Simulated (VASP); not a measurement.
Write the native input for VASP 6.6.1 that does the following.

```
Task                   : single point
Functional             : PBE
Potentials or basis    : VASP PAW PBE potentials, release 64 (Ti_sv, Co)
Cutoff                 : 520 eV
k mesh                 : 12 × 12 × 12
Occupations            : fermi-dirac, width 0.03 eV
Spin                   : collinear spin, ferromagnetic start
Starting moments       : [0.0, 0.0, -1.0, -1.0] μB
Dipole correction      : no
Further INCAR settings : ALGO = Normal; EDIFF = 1e-06; NBANDS = 33
```

The structure of TiCo lies in POSCAR:

```
TiCo
1.0
    2.9861109900      2.9861109900      0.0000000000
    2.9861109900      0.0000000000      2.9861109900
    2.9861109900      0.0000000000     -2.9861109900
Ti Co
2 2
Direct
    0.0000000000      0.0000000000      0.0000000000
    0.0000000000      0.5000000000      0.5000000000
    0.5000000000      0.2500000000      0.7500000000
    0.5000000000      0.7500000000      0.2500000000
```

One way to write it, as run:

INCAR

```
SYSTEM = TiCo
PREC = Accurate
ENCUT = 520
EDIFF = 1E-6
ISMEAR = -1
SIGMA = 0.03
LREAL = .False.
LASPH = .True.
NELM = 150
ALGO = Normal
ISIF = 2
LWAVE = .False.
LCHARG = .True.
ISPIN = 2
MAGMOM = 0 0 -1 -1
LORBIT = 11
LMAXMIX = 4
GGA = PE
LELF = .True.
LVHAR = .True.
NBANDS = 33
```

KPOINTS

```
Automatic mesh
0
Gamma
  12 12 12
  0 0 0
```

Potentials or basis: VASP PAW PBE potentials, release 64 (Ti_sv, Co).

Run with:

```console
$ cat potpaw_PBE.64/Ti_sv/POTCAR potpaw_PBE.64/Co/POTCAR > POTCAR
$ mpirun -np 1 vasp_std > vasp.out
```

Results of the run:

```yaml
Pressure: -0.5 GPa
Net_moment: -1.77 μB per cell
Site_moments: Ti +0.03; Co -0.96 μB
Valence_electrons_inside_the_program's_atomic_spheres: Ti 10.28; Co 8.29
```

Run time: 3.1 min on 1 thread of AMD EPYC 9R45 96-Core Processor (Zen 5), on a shared host, peak memory 0.3 GiB.
